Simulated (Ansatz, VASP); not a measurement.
# MgO in VASP and in Ansatz

The input INCAR:

```
SYSTEM = MgO
ALGO = Normal
EDIFF = 1E-6
ENCUT = 520
GGA = PS
ISIF = 2
ISMEAR = 0
LASPH = .TRUE.
LCHARG = .FALSE.
LREAL = .FALSE.
LWAVE = .FALSE.
NBANDS = 16
NELM = 100
PREC = Accurate
SIGMA = 0.05
```

File KPOINTS:

```
k-points
0
G
  9 9 6
  0 0 0
```

The input POSCAR:

```
MgO
1.0
    3.5855457340      0.0000000000      0.0000000000
   -1.7927728670      3.1051736921      0.0000000000
    0.0000000000      0.0000000000      4.3036742520
Mg O
2 2
Direct
    0.6666666667      0.3333333333      0.7500000000
    0.3333333333      0.6666666667      0.2500000000
    0.6666666667      0.3333333333      0.2500000000
    0.3333333333      0.6666666667      0.7500000000
```

Input for Ansatz:

```yaml
crystal:
  lattice:
    - [3.585545734, 0.0, 0.0]
    - [-1.792772867, 3.1051736921, 0.0]
    - [0.0, 0.0, 4.303674252]
  atoms:
    - { symbol: Mg, position: [0.6666666667, 0.3333333333, 0.75] }
    - { symbol: Mg, position: [0.3333333333, 0.6666666667, 0.25] }
    - { symbol: O, position: [0.6666666667, 0.3333333333, 0.25] }
    - { symbol: O, position: [0.3333333333, 0.6666666667, 0.75] }
basis:
  ecutwfc: 520.0
kpoints:
  mp_grid: { grid: [9, 9, 6] }
hamiltonian:
  xc: pbesol
  pseudopotentials: { kind: paw, azcp: { folder: soft_1 } }
scf:
  occupations: { method: gaussian, width: 0.05 }
output:
  forces: true
  stress: true
  eigenvalues: true
```

Alike in both runs: task single point; functional PBEsol; k mesh 9 × 9 × 6; occupations gaussian, width 0.05 eV; no spin polarisation.

```csv
,VASP,Ansatz
version,VASP 6.6.1,Ansatz 0.2.0
potentials or method,"VASP PAW PBE potentials, release 64 (Mg, O), cutoff 520 eV","scalar-relativistic, plane waves, PAW"
valence electrons in the cell,16,32
```

Ansatz gave:

* gap on the k mesh at the Fermi level (eV): 2.90
* least direct gap on the mesh (eV): 2.90
* pressure (GPa): -8.6
* traceless stress, the component that is largest in VASP (GPa): -0.37

Q: Which values does VASP return?

A: gap on the k mesh at the Fermi level (eV): 2.89; least direct gap on the mesh (eV): 2.89; pressure (GPa): -9.1; traceless stress, the component that is largest in VASP (GPa): -0.42.

VASP's potentials were made for PBE, not for PBEsol, and Ansatz warns of the same on its side. The functional is the same, so the differences come from potentials, cutoffs and numerics. VASP's potentials hold 16 valence electrons a cell and Ansatz's 32, so a difference there can come from the potentials and not from the codes.
